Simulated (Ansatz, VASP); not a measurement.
# Mo in VASP and in Ansatz

INCAR

```
SYSTEM = Mo
PREC = Accurate ; ENCUT = 520
EDIFF = 1E-7 ; ISMEAR = -1
SIGMA = 0.1 ; LREAL = .False.
LASPH = .True. ; NELM = 80
ALGO = Normal ; ISIF = 2
LWAVE = .False. ; LCHARG = .False.
GGA = PS ; NBANDS = 36
```

The input KPOINTS:

```
Automatic mesh
0
Gamma
  15 15 4
  0 0 0
```

Contents of POSCAR:

```
Mo
1.0
    2.7488921781      0.0000000000      0.0000000000
   -1.3744460891      2.3806104585      0.0000000000
    0.0000000000      0.0000000000      9.5202812642
Mo
4
Direct
    1.0000000000      0.0000000000      0.0000000000
    1.0000000000      0.0000000000      0.5000000000
    0.3333333333      0.6666666667      0.2500000000
    0.6666666667      0.3333333333      0.7500000000
```

Input for Ansatz:

```yaml
crystal:
  lattice:
    - [2.7488921781, 0.0, 0.0]
    - [-1.3744460891, 2.3806104585, 0.0]
    - [0.0, 0.0, 9.5202812642]
  atoms:
    - { symbol: Mo, position: [1.0, 0.0, 0.0] }
    - { symbol: Mo, position: [1.0, 0.0, 0.5] }
    - { symbol: Mo, position: [0.3333333333, 0.6666666667, 0.25] }
    - { symbol: Mo, position: [0.6666666667, 0.3333333333, 0.75] }
hamiltonian:
  xc: pbesol
  pseudopotentials:
    kind: paw
    azcp:
      Mo: "pseudopotentials/Mo.paw.azcp"
basis:
  ecutwfc: 420
  fft_grid_basis: typed
kpoints:
  mp_grid: { grid: [15, 15, 4], shift: [0, 0, 0] }
magnetization:
  spin_polarized: false
scf:
  occupations: { method: fermi_dirac, width: 0.1 }
  lower_state_search: "off"
output:
  stress: true
  write_density: true
  write_potential: true
  elf: true
  volumetric_format: npy
```

Alike in both runs: task single point; functional PBEsol; k mesh 15 × 15 × 4; occupations fermi-dirac, width 0.1 eV; no spin polarisation.

|  | VASP | Ansatz |
| --- | --- | --- |
| version | VASP 6.6.1 | Ansatz 0.2.0 |
| potentials or method | VASP PAW PBE potentials, release 64 (Mo_sv), cutoff 520 eV | plane waves (420 eV) with PAW, scalar-relativistic |
| valence electrons in the cell | 56 | 56 |

VASP gave:

* pressure (GPa): 0.5
* traceless stress, the component that is largest in VASP (GPa): -0.09

**Question.** Estimate Ansatz's values.

**Answer.** Pressure (GPa): 0.0; traceless stress, the component that is largest in VASP (GPa): -0.04.

VASP's potentials were made for PBE, not for PBEsol, and Ansatz warns of the same on its side.
